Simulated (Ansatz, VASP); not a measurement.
PtC2 in VASP and in Ansatz

The input INCAR:

```
SYSTEM = PtC2
ALGO = Normal ; EDIFF = 1E-6
EDIFFG = -0.04 ; ENCUT = 600
GGA = PE ; IBRION = 2
ISIF = 3 ; ISMEAR = 0
LASPH = .True. ; LCHARG = .False.
LREAL = .False. ; LWAVE = .False.
NELM = 100 ; NSW = 90
PREC = Accurate ; SIGMA = 0.1
```

Contents of KPOINTS:

```
k-points
0
Gamma
  4 4 6
  0 0 0
```

The input POSCAR:

```
PtC2
1.0
    3.9059052123      0.0000000000      0.0000000000
    0.0000000000      4.7671271689      0.0000000000
    0.0000000000      0.0000000000      2.9759612588
Pt C
2 4
Direct
    0.0000000000      0.0000000000      0.0000000000
    0.5000000000      0.5000000000      0.5000000000
    0.2004000000      0.3787000000      0.0000000000
    0.7996000000      0.6213000000      0.0000000000
    0.7004000000      0.1213000000      0.5000000000
    0.2996000000      0.8787000000      0.5000000000
```

Input for Ansatz:

```yaml
crystal:
  lattice:
    - [3.9059052123, 0.0, 0.0]
    - [0.0, 4.7671271689, 0.0]
    - [0.0, 0.0, 2.9759612588]
  atoms:
    - { symbol: Pt, position: [0.0, 0.0, 0.0] }
    - { symbol: Pt, position: [0.5, 0.5, 0.5] }
    - { symbol: C, position: [0.2004, 0.3787, 0.0] }
    - { symbol: C, position: [0.7996, 0.6213, 0.0] }
    - { symbol: C, position: [0.7004, 0.1213, 0.5] }
    - { symbol: C, position: [0.2996, 0.8787, 0.5] }
basis:
  ecutwfc: 420
kpoints:
  mp_grid: { grid: [4, 4, 6] }
hamiltonian:
  xc: pbe
scf:
  occupations: { method: gaussian, width: 0.1 }
  lower_state_search: "off"
output:
  forces: true
  stress: true
  eigenvalues: true
relax:
  adjacent_minimum: "off"
  f_tol: 0.04
  max_steps: 70
  cell: { stress_tol: 0.4 }
```

Alike in both runs: task relaxation of cell and atoms; functional PBE; k mesh 4 × 4 × 6; occupations gaussian, width 0.1 eV; no spin polarisation.

```csv
,VASP,Ansatz
version,VASP 6.6.1,Ansatz 0.2.0
potentials or method,"VASP PAW PBE potentials, release 64 (Pt, C), cutoff 600 eV","scalar-relativistic, plane waves, PAW"
valence electrons in the cell,36,52
```

```tsv
	VASP	Ansatz	Ansatz less VASP
gap on the k mesh at the Fermi level, each at its own relaxed structure (eV)	none	none	-
relaxed volume (Å³/atom)	10.24	10.24	-0.006
relaxed cell length with the largest relative difference (Å)	3.046	3.043	-0.0027
```

A gap of «none» marks a metal or a gap that the smearing closes. VASP's potentials hold 36 valence electrons a cell and Ansatz's 52, so a difference there can come from the potentials and not from the codes.

The k mesh is coarse, so the values compare programs but aren't converged. Spin-orbit coupling is off throughout.
